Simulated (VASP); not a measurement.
A run of VASP 6.6.1 is set up as follows.

File INCAR:

```
SYSTEM = Sn
PREC     = Accurate       ! precision mode
ENCUT    = 520            ! plane-wave cutoff, eV
EDIFF    = 1E-6           ! SCF threshold, eV
ISMEAR   = -1             ! smearing method
SIGMA    = 0.05           ! smearing width, eV
LREAL    = .False.        ! projectors in reciprocal space
LASPH    = .True.         ! aspherical terms in the spheres
NELM     = 100            ! most SCF steps
ALGO     = Normal         ! electronic algorithm
ISIF     = 2              ! what is computed and relaxed
LWAVE    = .False.        ! write WAVECAR
LCHARG   = .False.        ! write CHGCAR
GGA      = PS             ! functional
NBANDS   = 21             ! bands
```

File KPOINTS:

```
Automatic mesh
0
Gamma
  7 7 7
  0 0 0
```

POSCAR

```
Sn
1.0
    0.0000000000      3.2758916636      3.2758916636
    3.2758916636      0.0000000000      3.2758916636
    3.2758916636      3.2758916636      0.0000000000
Sn
2
Direct
    0.7500000000      0.7500000000      0.7500000000
    0.5000000000      0.5000000000      0.5000000000
```

Potentials or basis: VASP PAW PBE potentials, release 64 (Sn_d).

Run with:

```sh
$ cat potpaw_PBE.64/Sn_d/POTCAR > POTCAR
$ mpirun -np 1 vasp_std > vasp.out
```

(1) What does it give for the pressure?

(2) What does it give for the band gap on the k mesh?

Answers

(1) -0.3 GPa.

(2) zero (bands 14 and 15 overlap by 0.17 eV).

Caveat: the PAW data sets were made with another functional, which shifts forces and pressure a little; spin-orbit coupling is left out, which moves the levels of the heavy elements.
